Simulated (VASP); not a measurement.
# GaP (zincblende type) (F-43m) in VASP: further runs

The runs below take GaP (zincblende type) through single point, with PBEsol.

All numbers are computed with VASP 6.6.1; they aren't measurements. Logs are shortened: lines on timing, memory, paths and dates and some standing lists are left out, and cuts for length are marked.

**1. The cell of the first run**

Symmetry: F-43m, No. 216, cubic system. Conventional cell: a = 4.456 Å, b = 4.456 Å, c = 4.456 Å, α = 90.00°, β = 90.00°, γ = 90.00°. Ga (site symmetry -43m) has 4 P at 1.93 Å within 2.6 Å. Within 2.6 Å of P (site symmetry -43m) lie 4 Ga at 1.93 Å.

**2. Single point, PBEsol (11.06 Å³/atom)**

Input file POSCAR:

```
GaP
1.0
    0.0000000000      2.2279014352      2.2279014352
    2.2279014352      0.0000000000      2.2279014352
    2.2279014352      2.2279014352      0.0000000000
Ga P
1 1
Direct
    0.0000000000      0.0000000000      0.0000000000
    0.2500000000      0.2500000000      0.2500000000
```

Input file INCAR.step1:

```
ALGO = Normal
EDIFF = 1E-6
ENCUT = 520
GGA = PS
ISIF = 2
ISMEAR = -1
LASPH = True
LCHARG = True
LREAL = False
LWAVE = False
NBANDS = 16
NELM = 100
PREC = Accurate
SIGMA = 0.05
```

Input file KPOINTS.step1:

```
k-points
0
Gamma
  12 12 12
```

Input file INCAR.step2:

```
ALGO = Normal
EDIFF = 1E-6
ENCUT = 520
GGA = PS
ICHARG = 11
ISIF = 2
ISMEAR = -5
LASPH = True
LCHARG = False
LORBIT = 11
LREAL = False
LWAVE = False
NEDOS = 1001
NELM = 100
PREC = Accurate
SIGMA = 0.05
```

Input file KPOINTS.step2:

```
k-points
0
Gamma
  18 18 18
```

Potentials or basis: VASP PAW PBE potentials, release 64 (Ga_d, P).

Started as:

```sh
cat potpaw_PBE.64/Ga_d/POTCAR potpaw_PBE.64/P/POTCAR > POTCAR
cp INCAR.step1 INCAR
cp KPOINTS.step1 KPOINTS
mpirun -np 1 vasp_std > vasp.out
cp INCAR.step2 INCAR
cp KPOINTS.step2 KPOINTS
mpirun -np 1 vasp_std > vasp.out
```

OUTCAR:

```text
EDIFF = 1E-6
   ENCUT = 520
   GGA = PS
   ICHARG = 11
   ISIF = 2
   ISMEAR = -5
   LASPH = True
   LORBIT = 11
   LREAL = False
   NELM = 100
   PREC = Accurate

 ion  position               nearest neighbor table
   1  0.000  0.000  0.000-   2 1.93   2 1.93   2 1.93   2 1.93
   2  0.250  0.250  0.250-   1 1.93   1 1.93   1 1.93   1 1.93

  LATTYP: Found a face centered cubic cell.
 ALAT       =     4.4558028704

  Lattice vectors:

 A1 = (   0.0000000000,   2.2279014352,   2.2279014352)
 A2 = (   2.2279014352,   0.0000000000,   2.2279014352)
 A3 = (   2.2279014352,   2.2279014352,   0.0000000000)

Analysis of symmetry for initial positions (statically):
=====================================================================
 Subroutine PRICEL returns:
 Original cell was already a primitive cell.

 Routine SETGRP: Setting up the symmetry group for a
 face centered cubic supercell.

 Subroutine GETGRP returns: Found 24 space group operations
 (whereof 24 operations were pure point group operations)
 out of a pool of 48 trial point group operations.

The static configuration has the point symmetry T_d .

Analysis of symmetry for dynamics (positions and initial velocities):
=====================================================================
 Subroutine PRICEL returns:
 Original cell was already a primitive cell.

 Routine SETGRP: Setting up the symmetry group for a
 face centered cubic supercell.

 Subroutine GETGRP returns: Found 24 space group operations
 (whereof 24 operations were pure point group operations)
 out of a pool of 48 trial point group operations.

The dynamic configuration has the point symmetry T_d .

 Subroutine INISYM returns: Found 24 space group operations
 (whereof 24 operations are pure point group operations),
 and found     1 'primitive' translations

----------------------------------------------------------------------------------------

                                     Primitive cell

  volume of cell :      22.1166

  direct lattice vectors                    reciprocal lattice vectors
     0.000000000  2.227901435  2.227901435    -0.224426445  0.224426445  0.224426445
     2.227901435  0.000000000  2.227901435     0.224426445 -0.224426445  0.224426445
     2.227901435  2.227901435  0.000000000     0.224426445  0.224426445 -0.224426445

  length of vectors
     3.150728425  3.150728425  3.150728425     0.388718006  0.388718006  0.388718006

  position of ions in fractional coordinates (direct lattice)
     0.000000000  0.000000000  0.000000000
     0.250000000  0.250000000  0.250000000

  ion indices of the primitive-cell ions
   primitive index   ion index
                 1           1
                 2           2

----------------------------------------------------------------------------------------

 KPOINTS: k-points

Automatic generation of k-mesh.
 Grid dimensions read from file:
 generate k-points for:   18   18   18

 Generating k-lattice:

  Cartesian coordinates                     Fractional coordinates (reciprocal lattice)
    -0.012468136  0.012468136  0.012468136     0.055555556  0.000000000  0.000000000
     0.012468136 -0.012468136  0.012468136     0.000000000  0.055555556  0.000000000
     0.012468136  0.012468136 -0.012468136     0.000000000  0.000000000  0.055555556

  Length of vectors
     0.021595445  0.021595445  0.021595445

  Shift w.r.t. Gamma in fractional coordinates (k-lattice)
     0.000000000  0.000000000  0.000000000

 TETIRR: Found    806 inequivalent tetrahedra from    34992

 Subroutine IBZKPT returns following result:
 ===========================================

 Found    195 irreducible k-points:

 Following reciprocal coordinates:
            Coordinates               Weight
  0.000000  0.000000  0.000000      1.000000
  0.055556  0.000000  0.000000      8.000000
  0.111111  0.000000  0.000000      8.000000
  0.166667  0.000000  0.000000      8.000000
  0.222222  0.000000  0.000000      8.000000
  0.277778  0.000000  0.000000      8.000000
[... 16 lines left out ...]
 -0.277778  0.055556  0.000000     24.000000
 -0.222222  0.055556  0.000000     24.000000
 [... further k-points ...]
   k-points           NKPTS =    195   k-points in BZ     NKDIM =    195   number of bands    NBANDS=     13
   number of dos      NEDOS =   1001   number of ions     NIONS =      2
   total plane-waves  NPLWV =  13824
   dimension x,y,z NGX =    24 NGY =   24 NGZ =   24
   dimension x,y,z NGXF=    48 NGYF=   48 NGZF=   48
   ions per type =               1   1
   NGX,Y,Z   is equivalent  to a cutoff of  12.66, 12.66, 12.66 a.u.
   NGXF,Y,Z  is equivalent  to a cutoff of  25.33, 25.33, 25.33 a.u.
 SYSTEM =  unknown system
   PREC   = accura    normal or accurate (medium, high low for compatibility)
   ISTART =      0    job   : 0-new  1-cont  2-samecut
   ICHARG =     11    charge: 1-file 2-atom 10-const
   ISPIN  =      1    spin polarized calculation?
   LNONCOLLINEAR =      F non collinear calculations
   LSORBIT =      F    spin-orbit coupling
   LASPH  =      T    aspherical Exc in radial PAW
   ENCUT  =  520.0 eV  38.22 Ry    6.18 a.u.   5.86  5.86  5.86*2*pi/ulx,y,z
   NELM   =    100;   NELMIN=  2; NELMDL=  0     # of ELM steps
   EDIFF  = 0.1E-05   stopping-criterion for ELM
   LREAL  =      F    real-space projection
   EDIFFG = 0.1E-04   stopping-criterion for IOM
   NSW    =      0    number of steps for IOM
   IBRION =     -1    ionic relax: 0-MD 1-quasi-New 2-CG
   NFREE  =      0    steps in history (QN), initial steepest desc. (CG)
   ISIF   =      2    stress and relaxation
   ISYM   =      2    0-nonsym 1-usesym 2-fastsym
   POTIM  = 0.5000    time-step for ionic-motion
   TEBEG  =    0.0;   TEEND  =   0.0 temperature during run
   PSTRESS=    0.0 pullay stress
   NELECT =      18.0000    total number of electrons
   NUPDOWN=      -1.0000    fix difference up-down
   EMIN   =  10.00;   EMAX   =-10.00  energy-range for DOS
   EFERMI =   0.00;   METHOD = LEGACY
   ISMEAR =    -5;   SIGMA  =   0.05  broadening in eV -4-tet -1-fermi 0-gaus
   EFERMI_NEDOS =   21; number of points for ismear=-14 and -15
   IALGO  =     38    algorithm
   IMIX   =      4    mixing-type and parameters
     AMIX     =   0.40;   BMIX     =  1.00
     AMIX_MAG =   1.60;   BMIX_MAG =  1.00
  volume/ion in A,a.u.               =      11.06        74.63
  Fermi-wavevector in a.u.,A,eV,Ry     =   1.528480  2.888408 31.786616  2.336250
  Thomas-Fermi vector in A             =   2.636233
   LORBIT       =     11    0 simple, 1 ext, 2 COOP (PROOUT), +10 PAW based schemes
   GGA     = PS    functional components
   LHFCALC =     F    Hartree Fock is set to
   AEXX    =    0.0000 exact exchange contribution
   IVDW    =     0    specifies the selected vdW correction
   LEPSILON=     F    determine dielectric tensor
   LRPA    =     F    only Hartree local field effects (RPA)
 non-spin polarized calculation
 Fermi weights with tetrahedron method with Bloechl corrections
  energy-cutoff  :      520.00
  volume of cell :       22.12
 maximum number of plane-waves:       609

 number of electron      18.0000014 magnetization

 Free energy of the ion-electron system (eV)
  ---------------------------------------------------
  ext. energy  EPLUGINS =         0.00000000
  ---------------------------------------------------
  free energy    TOTEN  =        -3.90815689 eV

  energy without entropy =       -3.90815689  energy(sigma->0) =       -3.90815689

 E-fermi :  13.0736     XC(G=0): -13.0586

 val. band max:       13.3171137709   @ k =   0.0000   0.0000   0.0000
 cond. band min:      12.9751089877   @ k =   0.3889   0.3889   0.0000
 fundamental gap:     -0.3420047832
 Fermi energy:        13.0735722335

 k-point     1 :       0.0000    0.0000    0.0000
  band No.  band energies     occupation
      1      -5.7800      2.00000
      2      -4.3483      2.00000
      3      -4.3483      2.00000
      4      -4.3483      2.00000
      5      -3.8897      2.00000
      6      -3.8897      2.00000
      7      13.3171      1.44091
      8      13.3171     -0.25175
      9      13.3171     -0.29335
     10      16.1062      0.00000
     11      16.1062      0.00000
     12      16.1062      0.00000
     13      19.8758      0.00000

 k-point     2 :       0.0556    0.0000    0.0000
  band No.  band energies     occupation
      1      -5.7246      2.00000
      2      -4.3430      2.00000
      3      -4.3430      2.00000
      4      -4.3393      2.00000
      5      -3.8904      2.00000
      6      -3.8904      2.00000
      7      12.5966      2.02088
      8      13.1496      1.45464
      9      13.1496      0.38782
     10      16.3167      0.00000
     11      16.3167      0.00000
     12      16.4322      0.00000
     13      20.1113      0.00000

 k-point     3 :       0.1111    0.0000    0.0000
  band No.  band energies     occupation
      1      -5.5672      2.00000
      2      -4.3282      2.00000
      3      -4.3282      2.00000
      4      -4.3032      2.00000
      5      -3.8916      2.00000
      6      -3.8916      2.00000
      7      11.1291      2.00000
      8      12.7647      1.99816
      9      12.7647      2.17572
     10      16.7854      0.00000
     11      16.8019      0.00000
     12      16.8019      0.00000
     13      20.7464      0.00000
[... 305 lines left out ...]
 k-point    23 :      -0.2778    0.0556    0.0000
  band No.  band energies     occupation
      1      -4.9485      2.00000
      2      -4.2541      2.00000
      3      -4.2536      2.00000
      4      -3.8943      2.00000
      5      -3.8750      2.00000
      6      -3.2708      2.00000
      7       5.6555      2.00000
      8      10.6261      2.00000
      9      11.7315      2.00000
     10      16.9706      0.00000
     11      17.3064      0.00000
     12      17.7357      0.00000
     13      21.8490      0.00000

 k-point    24 :      -0.2222    0.0556    0.0000
  band No.  band energies     occupation
      1      -5.0471      2.00000
      2      -4.2746      2.00000
      3      -4.2711      2.00000
      4      -3.9123      2.00000
      5      -3.9032      2.00000
      6      -3.7683      2.00000
      7       7.2636      2.00000
      8      10.9038      2.00000
      9      12.1498      2.00000
     10      17.0883      0.00000
     11      17.3130      0.00000
     12      17.9501      0.00000
     13      21.4116      0.00000

 [... further k-points ...]

------------------------ aborting loop because EDIFF is reached ----------------------------------------

  FORCE on cell =-STRESS in cart. coord.  units (eV):
  Direction    XX          YY          ZZ          XY          YZ          ZX
  --------------------------------------------------------------------------------------
  -------------------------------------------------------------------------------------
  Total       24.7984636     24.7984636     24.7984636      0.0000000      0.0000000      0.0000000
  in kB     1796.4595436   1796.4595436   1796.4595436      0.0000000      0.0000000      0.0000000
  external PRESSURE =    1796.4595436 kB  Pullay stress =       0.0000000 kB

 VOLUME and BASIS-vectors are now :
 -----------------------------------------------------------------------------
  energy-cutoff  :      520.00
  volume of cell :       22.12
      direct lattice vectors                 reciprocal lattice vectors
     0.000000000  2.227901435  2.227901435    -0.224426445  0.224426445  0.224426445
     2.227901435  0.000000000  2.227901435     0.224426445 -0.224426445  0.224426445
     2.227901435  2.227901435  0.000000000     0.224426445  0.224426445 -0.224426445

 POSITION                                       TOTAL-FORCE (eV/Angst)
 -----------------------------------------------------------------------------------
      0.00000      0.00000      0.00000         0.000000      0.000000      0.000000
      1.11395      1.11395      1.11395        -0.000000     -0.000000     -0.000000
 -----------------------------------------------------------------------------------
    total drift:                                0.000003      0.000003      0.000002

  FREE ENERGIE OF THE ION-ELECTRON SYSTEM (eV)
  ---------------------------------------------------
  free  energy   TOTEN  =        -3.9081568859 eV

  energy  without entropy=       -3.9081568859  energy(sigma->0) =       -3.90815689

 total charge

# of ion       s       p       d       tot
------------------------------------------
    1        1.071   1.847  10.260  13.178
    2        1.053   2.003   0.000   3.057
--------------------------------------------------
tot          2.125   3.850  10.260  16.234
```

Wall time 41 s (1 thread of Intel Xeon Platinum 8488C (Sapphire Rapids), shared host); peak memory 0.18 GiB.

What came out:

```yaml
Valence_electrons_inside_the_program's_atomic_spheres: Ga 13.18; P 3.06
```

Caveat: the PAW data sets were made with another functional, which shifts forces and pressure a little; tetrahedron occupations give inexact forces and stress in metals.

(Part 1 of 2 ends here.)
